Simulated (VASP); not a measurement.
A run of VASP 6.6.1 is set up as follows.

The input INCAR:

```
PREC = Accurate
ENCUT = 500
EDIFF = 1E-6
ISMEAR = 1
SIGMA = 0.05
LREAL = F
LASPH = T
NELM = 120
ALGO = Normal
ISIF = 2
LWAVE = F
LCHARG = F
GGA = PE
IVDW = 12
NBANDS = 8
GGA_COMPAT = F
```

Contents of KPOINTS:

```
regular mesh
0
Gamma
  12 12 12
```

File POSCAR:

```
Al
1.0
    0.0000000000      1.9693027183      1.9693027183
    1.9693027183      0.0000000000      1.9693027183
    1.9693027183      1.9693027183      0.0000000000
Al
1
Direct
    0.0000000000      0.0000000000      0.0000000000
```

Potentials or basis: VASP PAW PBE potentials, release 64 (Al).

The run is started by

```sh
$ cat potpaw_PBE.64/Al/POTCAR > POTCAR
$ mpirun -np 1 vasp_std > vasp.out
```

(1) Predict the pressure.

(2) Estimate the dispersion energy per atom.

## Answers

(1) 3.6 GPa.

(2) -0.364 eV.

Caveat: three body term missing; pairwise dispersion overbinds metals, which lowers pressure and volume.
